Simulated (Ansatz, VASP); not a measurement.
Two plane-wave programs on TiAl3

File INCAR:

```
ALGO = Fast
EDIFF = 1E-7
EDIFFG = -0.002
ENCUT = 600
GGA = PE
IBRION = 2
ISIF = 3
ISMEAR = 0
LASPH = True
LCHARG = False
LREAL = False
LWAVE = False
NELM = 60
NSW = 100
PREC = Accurate
SIGMA = 0.1
```

Contents of KPOINTS:

```
k-points
0
Gamma
  14 10 10
```

The input POSCAR:

```
TiAl3
1.0
    2.8396770000      0.0000000000      0.0000000000
    0.0000000000      4.6812640000      0.0000000000
    0.0000000000      0.0000000000      4.9007420000
Ti Al
1 3
Direct
    0.0000000000      0.5000000000      0.1659160000
    0.5000000000      0.5000000000      0.6672710000
    0.5000000000      0.0000000000      0.3309120000
    0.0000000000      0.0000000000      0.8359000000
```

Input for Ansatz:

```yaml
crystal:
  lattice:
    - [2.839677, 0.0, 0.0]
    - [0.0, 4.681264, 0.0]
    - [0.0, 0.0, 4.900742]
  atoms:
    - { symbol: Ti, position: [0.0, 0.5, 0.165916] }
    - { symbol: Al, position: [0.5, 0.5, 0.667271] }
    - { symbol: Al, position: [0.5, 0.0, 0.330912] }
    - { symbol: Al, position: [0.0, 0.0, 0.8359] }
basis:
  ecutwfc: 420
kpoints:
  mp_grid: { grid: [14, 10, 10] }
hamiltonian:
  xc: pbe
  pseudopotentials: { kind: paw, azcp: { folder: soft_1 } }
scf:
  occupations: { method: gaussian, width: 0.1 }
output:
  forces: true
  stress: true
  eigenvalues: true
  write_density: true
  write_potential: true
  elf: true
  volumetric_format: npy
relax:
  adjacent_minimum: "off"
  f_tol: 0.002
  max_steps: 80
  cell: { stress_tol: 0.02 }
```

Alike in both runs: task relaxation of cell and atoms; functional PBE; k mesh 14 × 10 × 10; occupations gaussian, width 0.1 eV; no spin polarisation.

|  | VASP | Ansatz |
| --- | --- | --- |
| version | VASP 6.6.1 | Ansatz 0.2.0 |
| potentials or method | VASP PAW PBE potentials, release 64 (Ti_sv, Al), cutoff 600 eV | scalar-relativistic, plane waves, PAW |
| valence electrons in the cell | 21 | 21 |

```csv
,VASP,Ansatz,Ansatz less VASP
"gap on the k mesh at the Fermi level, each at its own relaxed structure (eV)",none,none,-
relaxed volume (Å³/atom),16.27,16.28,+0.002
relaxed cell length with the largest relative difference (Å),2.804,2.804,+0.0003
```

A gap of «none» marks a metal or a gap that the smearing closes.
